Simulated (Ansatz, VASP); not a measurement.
## Two plane-wave programs on Au

```
Au
1.0
    -1.63849    1.63849    1.63849
     1.63849   -1.63849    1.63849
     1.63849    1.63849   -1.63849
Au
1
Direct
  0.00000 0.00000 0.00000
```

Alike in both runs: functional r2SCAN; k mesh 8 × 8 × 8; occupations gaussian, width 0.1 eV; no spin polarisation.

Ansatz relaxed the structure, and its values are those at the end. VASP's run is a single point on that final structure, the one shown.

|  | VASP | Ansatz |
| --- | --- | --- |
| version | VASP 6.6.1 | Ansatz 0.2.0 |
| potentials or method | VASP PAW PBE potentials, release 64 (Au), cutoff 520 eV | scalar-relativistic, plane waves, PAW |
| valence electrons in the cell | 11 | 19 |

```tsv
	VASP	Ansatz	Ansatz less VASP
gap on the k mesh at the Fermi level (eV)	none	none	-
pressure (GPa)	0.2	0.0	-0.27
```

VASP's potentials were made for PBE, not for r2SCAN. A gap of «none» marks a metal or a gap that the smearing closes. The functional is the same, so the differences come from potentials, cutoffs and numerics. VASP's potentials hold 11 valence electrons a cell and Ansatz's 19, so a difference there can come from the potentials and not from the codes.

Spin-orbit coupling is off throughout.
